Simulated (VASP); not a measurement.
# Zn (P6_3/mmc) in VASP: single point with PBE

Aim: the single point of Zn with PBE.

Program: VASP 6.6.1. These are calculated values, not measurements. Logs are shortened: lines on timing, memory, paths and dates and some standing lists are left out, and cuts for length are marked.

## 1. The cell of the first run

The structure is hexagonal, space group P6_3/mmc (No. 194). Conventional cell: a = 2.636 Å, b = 2.636 Å, c = 5.093 Å, α = 90.00°, β = 90.00°, γ = 120.00°. Zn (site symmetry -6m2) has 12 Zn at 2.64 to 2.97 Å within 3.5 Å.

## 2. Single point, PBE

The input, INCAR:

```
PREC     = Accurate       # precision mode
ENCUT    = 520            # plane-wave cutoff, eV
EDIFF    = 1E-6           # SCF threshold, eV
ISMEAR   = -1             # smearing method
SIGMA    = 0.1            # smearing width, eV
LREAL    = False          # projectors in reciprocal space
LASPH    = True           # aspherical terms in the spheres
NELM     = 80             # most SCF steps
ALGO     = Normal         # electronic algorithm
ISIF     = 2              # what is computed and relaxed
LWAVE    = False          # write WAVECAR
LCHARG   = False          # write CHGCAR
GGA      = PE             # functional
NBANDS   = 32             # bands
```

The input, KPOINTS:

```
Automatic mesh
0
Gamma
  8 7 14
```

The input, POSCAR:

```
Zn
1.0
    0.0000000000      4.5653618263      0.0000000000
    0.0000000000      0.0000000000      5.0929170559
    2.6358128793      0.0000000000      0.0000000000
Zn
4
Direct
    0.3333333330      0.2500000000      0.0000000000
    0.8333333330      0.2500000000      0.5000000000
    0.1666666670      0.7500000000      0.5000000000
    0.6666666670      0.7500000000      0.0000000000
```

Potentials or basis: VASP PAW PBE potentials, release 64 (Zn).

Started as:

```sh
cat potpaw_PBE.64/Zn/POTCAR > POTCAR
mpirun -np 1 vasp_std > vasp.out
```

OUTCAR:

```text
PREC = Accurate
   ENCUT = 520
   EDIFF = 1E-6
   ISMEAR = -1
   LREAL = False
   LASPH = True
   NELM = 80
   ISIF = 2
   GGA = PE

 ion  position               nearest neighbor table
   1  0.333  0.250  0.000-   2 2.64   2 2.64   2 2.64   2 2.64   3 2.97   3 2.97   3 2.97   3 2.97
                             4 2.97   4 2.97
   2  0.833  0.250  0.500-   1 2.64   1 2.64   1 2.64   1 2.64   4 2.97   4 2.97   4 2.97   4 2.97
                             3 2.97   3 2.97
   3  0.167  0.750  0.500-   4 2.64   4 2.64   4 2.64   4 2.64   1 2.97   1 2.97   1 2.97   1 2.97
                             2 2.97   2 2.97
   4  0.667  0.750  0.000-   3 2.64   3 2.64   3 2.64   3 2.64   2 2.97   2 2.97   2 2.97   2 2.97
                             1 2.97   1 2.97

  LATTYP: Found a simple orthorhombic cell.
 ALAT       =     2.6358128793
 B/A-ratio  =     1.7320508076
 C/A-ratio  =     1.9321997764

  Lattice vectors:

 A1 = (   2.6358128793,   0.0000000000,   0.0000000000)
 A2 = (   0.0000000000,   4.5653618263,   0.0000000000)
 A3 = (   0.0000000000,   0.0000000000,   5.0929170559)

Analysis of symmetry for initial positions (statically):
=====================================================================
 Subroutine PRICEL returns following result:

  LATTYP: Found a hexagonal cell.
 ALAT       =     2.6358128793
 C/A-ratio  =     1.9321997763

  Lattice vectors:

 A1 = (   1.3179064396,  -2.2826809132,   0.0000000000)
 A2 = (   1.3179064396,   2.2826809132,   0.0000000000)
 A3 = (   0.0000000000,   0.0000000000,   5.0929170559)

   2 primitive cells build up your supercell.

 Routine SETGRP: Setting up the symmetry group for a
 simple orthorhombic supercell.

 Subroutine GETGRP returns: Found  8 space group operations
 (whereof  4 operations were pure point group operations)
 out of a pool of  8 trial point group operations.

The static configuration has the point symmetry C_2h.
 The point group associated with its full space group is D_2h.

Analysis of symmetry for dynamics (positions and initial velocities):
=====================================================================
 Subroutine PRICEL returns following result:

  LATTYP: Found a hexagonal cell.
 ALAT       =     2.6358128793
 C/A-ratio  =     1.9321997763

  Lattice vectors:

 A1 = (   1.3179064396,  -2.2826809132,   0.0000000000)
 A2 = (   1.3179064396,   2.2826809132,   0.0000000000)
 A3 = (   0.0000000000,   0.0000000000,   5.0929170559)

   2 primitive cells build up your supercell.

 Routine SETGRP: Setting up the symmetry group for a
 simple orthorhombic supercell.

 Subroutine GETGRP returns: Found  8 space group operations
 (whereof  4 operations were pure point group operations)
 out of a pool of  8 trial point group operations.

The dynamic configuration has the point symmetry C_2h.
 The point group associated with its full space group is D_2h.

 Subroutine INISYM returns: Found  8 space group operations
 (whereof  4 operations are pure point group operations),
 and found     2 'primitive' translations

----------------------------------------------------------------------------------------

                                     Primitive cell

  volume of cell :      30.6427

  direct lattice vectors                    reciprocal lattice vectors
     1.317906440 -2.282680913  0.000000000     0.379389602 -0.219040689  0.000000000
     1.317906440  2.282680913  0.000000000     0.379389602  0.219040689  0.000000000
     0.000000000  0.000000000  5.092917056     0.000000000  0.000000000  0.196351126

  length of vectors
     2.635812879  2.635812879  5.092917056     0.438081378  0.438081378  0.196351126

  position of ions in fractional coordinates (direct lattice)
     0.666666667  0.333333333  0.250000000
     0.333333333  0.666666667  0.750000000

  ion indices of the primitive-cell ions
   primitive index   ion index
                 1           1
                 2           4

----------------------------------------------------------------------------------------

 KPOINTS: Automatic mesh

Automatic generation of k-mesh.
 Grid dimensions read from file:
 generate k-points for:    8    7   14

 Generating k-lattice:

  Cartesian coordinates                     Fractional coordinates (reciprocal lattice)
     0.000000000  0.027380086  0.000000000     0.125000000  0.000000000  0.000000000
     0.000000000  0.000000000  0.028050161     0.000000000  0.142857143  0.000000000
     0.027099257  0.000000000  0.000000000     0.000000000  0.000000000  0.071428571

  Length of vectors
     0.027380086  0.028050161  0.027099257

  Shift w.r.t. Gamma in fractional coordinates (k-lattice)
     0.000000000  0.000000000  0.000000000

 Subroutine IBZKPT returns following result:
 ===========================================

 Found    160 irreducible k-points:

 Following reciprocal coordinates:
            Coordinates               Weight
  0.000000  0.000000  0.000000      1.000000
  0.125000  0.000000  0.000000      2.000000
  0.250000  0.000000  0.000000      2.000000
  0.375000  0.000000  0.000000      2.000000
  0.500000  0.000000  0.000000      1.000000
  0.000000  0.142857  0.000000      2.000000
[... 16 lines left out ...]
  0.250000  0.000000  0.071429      4.000000
  0.375000  0.000000  0.071429      4.000000
 [... further k-points ...]
   k-points           NKPTS =    160   k-points in BZ     NKDIM =    160   number of bands    NBANDS=     32
   number of dos      NEDOS =    301   number of ions     NIONS =      4
   total plane-waves  NPLWV =  28800
   dimension x,y,z NGX =    36 NGY =   40 NGZ =   20
   dimension x,y,z NGXF=    72 NGYF=   80 NGZF=   40
   ions per type =               4
   NGX,Y,Z   is equivalent  to a cutoff of  13.11, 13.06, 12.61 a.u.
   NGXF,Y,Z  is equivalent  to a cutoff of  26.22, 26.11, 25.23 a.u.
 SYSTEM =  unknown system
   PREC   = accura    normal or accurate (medium, high low for compatibility)
   ISTART =      0    job   : 0-new  1-cont  2-samecut
   ICHARG =      2    charge: 1-file 2-atom 10-const
   ISPIN  =      1    spin polarized calculation?
   LNONCOLLINEAR =      F non collinear calculations
   LSORBIT =      F    spin-orbit coupling
   LASPH  =      T    aspherical Exc in radial PAW
   ENCUT  =  520.0 eV  38.22 Ry    6.18 a.u.   8.49  9.47  4.90*2*pi/ulx,y,z
   NELM   =     80;   NELMIN=  2; NELMDL= -5     # of ELM steps
   EDIFF  = 0.1E-05   stopping-criterion for ELM
   LREAL  =      F    real-space projection
   EDIFFG = 0.1E-04   stopping-criterion for IOM
   NSW    =      0    number of steps for IOM
   IBRION =     -1    ionic relax: 0-MD 1-quasi-New 2-CG
   NFREE  =      0    steps in history (QN), initial steepest desc. (CG)
   ISIF   =      2    stress and relaxation
   ISYM   =      2    0-nonsym 1-usesym 2-fastsym
   POTIM  = 0.5000    time-step for ionic-motion
   TEBEG  =    0.0;   TEEND  =   0.0 temperature during run
   PSTRESS=    0.0 pullay stress
   NELECT =      48.0000    total number of electrons
   NUPDOWN=      -1.0000    fix difference up-down
   EMIN   =  10.00;   EMAX   =-10.00  energy-range for DOS
   EFERMI =   0.00;   METHOD = LEGACY
   ISMEAR =    -1;   SIGMA  =   0.10  broadening in eV -4-tet -1-fermi 0-gaus
   EFERMI_NEDOS =   21; number of points for ismear=-14 and -15
   IALGO  =     38    algorithm
   IMIX   =      4    mixing-type and parameters
     AMIX     =   0.40;   BMIX     =  1.00
     AMIX_MAG =   1.60;   BMIX_MAG =  1.00
  volume/ion in A,a.u.               =      15.32       103.39
  Fermi-wavevector in a.u.,A,eV,Ry     =   1.509048  2.851688 30.983548  2.277227
  Thomas-Fermi vector in A             =   2.619422
   LORBIT       =      0    0 simple, 1 ext, 2 COOP (PROOUT), +10 PAW based schemes
   GGA     = PE    functional components
   LHFCALC =     F    Hartree Fock is set to
   AEXX    =    0.0000 exact exchange contribution
   IVDW    =     0    specifies the selected vdW correction
   LEPSILON=     F    determine dielectric tensor
   LRPA    =     F    only Hartree local field effects (RPA)
 non-spin polarized calculation
  energy-cutoff  :      520.00
  volume of cell :       61.29
 maximum number of plane-waves:      1680
 NGX is ok and might be reduce to    36
   NGX = 17   NGY = 19   NGZ =  9

 number of electron      47.9999988 magnetization

 Free energy of the ion-electron system (eV)
  ---------------------------------------------------
  ext. energy  EPLUGINS =         0.00000000
  ---------------------------------------------------
  free energy    TOTEN  =        -4.43588670 eV

  energy without entropy =       -4.40319349  energy(sigma->0) =       -4.41954009

 E-fermi :   3.0363     XC(G=0): -11.5028

 val. band max:        3.0036474281   @ k =   0.1250   0.0000   0.3571
 cond. band min:       3.0588946129   @ k =   0.3750   0.0000   0.0714
 fundamental gap:      0.0552471849
 Fermi energy:         3.0362970065

 k-point     1 :       0.0000    0.0000    0.0000
  band No.  band energies     occupation
      1      -7.3006      2.00000
      2      -5.6159      2.00000
      3      -5.3928      2.00000
      4      -5.3144      2.00000
      5      -5.1105      2.00000
      6      -4.9060      2.00000
[... 24 lines left out ...]
     31      15.3098      0.00000
     32      17.8295      0.00000

 k-point     2 :       0.1250    0.0000    0.0000
  band No.  band energies     occupation
      1      -7.1815      2.00000
      2      -5.5603      2.00000
      3      -5.3763      2.00000
      4      -5.2999      2.00000
      5      -5.0880      2.00000
      6      -4.8915      2.00000
[... 24 lines left out ...]
     31      15.4417      0.00000
     32      17.8994      0.00000

 k-point     3 :       0.2500    0.0000    0.0000
  band No.  band energies     occupation
      1      -6.8303      2.00000
      2      -5.4127      2.00000
      3      -5.3379      2.00000
      4      -5.2623      2.00000
      5      -5.0197      2.00000
      6      -4.8565      2.00000
[... 24 lines left out ...]
     31      15.8220      0.00000
     32      15.9970      0.00000

 k-point     4 :       0.3750    0.0000    0.0000
  band No.  band energies     occupation
      1      -6.2767      2.00000
      2      -5.3474      2.00000
      3      -5.2429      2.00000
      4      -5.2122      2.00000
      5      -4.9045      2.00000
      6      -4.8211      2.00000
[... 24 lines left out ...]
     31      15.0273      0.00000
     32      16.3518      0.00000

 k-point     5 :       0.5000    0.0000    0.0000
  band No.  band energies     occupation
      1      -5.6546      2.00000
      2      -5.6546      2.00000
      3      -5.1755      2.00000
      4      -5.1755      2.00000
      5      -4.7546      2.00000
      6      -4.7546      2.00000
[... 584 lines left out ...]
     31      15.4391      0.00000
     32      17.2046      0.00000

 k-point    22 :       0.1250    0.0000    0.0714
  band No.  band energies     occupation
      1      -7.0657      2.00000
      2      -5.5087      2.00000
      3      -5.3312      2.00000
      4      -5.2491      2.00000
      5      -5.0753      2.00000
      6      -4.8784      2.00000
[... 24 lines left out ...]
     31      15.5688      0.00000
     32      17.3399      0.00000

 k-point    23 :       0.2500    0.0000    0.0714
  band No.  band energies     occupation
      1      -6.7173      2.00000
      2      -5.3674      2.00000
      3      -5.2861      2.00000
      4      -5.2111      2.00000
      5      -5.0113      2.00000
      6      -4.8480      2.00000
[... 24 lines left out ...]
     31      15.9421      0.00000
     32      16.0676      0.00000

 k-point    24 :       0.3750    0.0000    0.0714
  band No.  band energies     occupation
      1      -6.1686      2.00000
      2      -5.2721      2.00000
      3      -5.1975      2.00000
      4      -5.1646      2.00000
      5      -4.9034      2.00000
      6      -4.8289      2.00000
[... 24 lines left out ...]
     31      14.0560      0.00000
     32      15.2860      0.00000

 [... further k-points ...]
[... 5 lines left out ...]
  --------------------------------------------------------------------------------------
  -------------------------------------------------------------------------------------
  Total        0.2744968      0.3568960     -0.0962291      0.0000000      0.0000000      0.0000000
  in kB        7.1761487      9.3303050     -2.5157090      0.0000000      0.0000000      0.0000000
  external PRESSURE =       4.6635816 kB  Pullay stress =       0.0000000 kB

 VOLUME and BASIS-vectors are now :
 -----------------------------------------------------------------------------
  energy-cutoff  :      520.00
  volume of cell :       61.29
      direct lattice vectors                 reciprocal lattice vectors
     0.000000000  4.565361826  0.000000000     0.000000000  0.219040689  0.000000000
     0.000000000  0.000000000  5.092917056     0.000000000  0.000000000  0.196351126
     2.635812879  0.000000000  0.000000000     0.379389602  0.000000000  0.000000000

 POSITION                                       TOTAL-FORCE (eV/Angst)
 -----------------------------------------------------------------------------------
      0.00000      1.52179      1.27323        -0.000000      0.002238      0.000000
      1.31791      3.80447      1.27323        -0.000000      0.002238     -0.000000
      1.31791      0.76089      3.81969        -0.000000     -0.002238     -0.000000
      0.00000      3.04357      3.81969         0.000000     -0.002238      0.000000
 -----------------------------------------------------------------------------------
    total drift:                               -0.000000      0.000000     -0.000000

  FREE ENERGIE OF THE ION-ELECTRON SYSTEM (eV)
  ---------------------------------------------------
  free  energy   TOTEN  =        -4.4358867001 eV

  energy  without entropy=       -4.4031934875  energy(sigma->0) =       -4.41954009
```

It took 4 min on 1 thread of Intel Xeon 8259CL, shared host; peak memory 0.34 GiB.

Results:

- Free energy: -4.4359 eV
- Pressure: 0.5 GPa
- Band gap on the k mesh: zero (bands 24 and 25 overlap by 3.37 eV)

Forces in eV/Å, atoms in the order of the input:
```
Zn   0.000  0.002  0.000
Zn   0.000  0.002  0.000
Zn   0.000 -0.002  0.000
Zn   0.000 -0.002  0.000
```

Stress tensor (GPa, compression positive):
```
 0.72  0.00  0.00
 0.00  0.93  0.00
 0.00  0.00 -0.25
```

Levels at points of the mesh, in eV from the Fermi level:
```csv
k point,band 21,band 22,band 23,band 24,band 25,band 26,band 27,band 28
"(0.00, 0.00, 0.00)",-6.85,-3.74,-3.47,-2.66,-1.95,2.38,3.58,3.87
"(0.50, 0.00, 0.00)",-7.09,-7.09,-2.30,-2.30,-1.27,-1.27,7.21,7.21
"(0.00, 0.00, 0.50)",-4.00,-4.00,0.98,0.98,2.65,2.65,3.43,3.43
"(0.50, 0.00, 0.50)",-2.66,-2.66,-1.95,-1.95,2.38,2.38,3.58,3.58
```
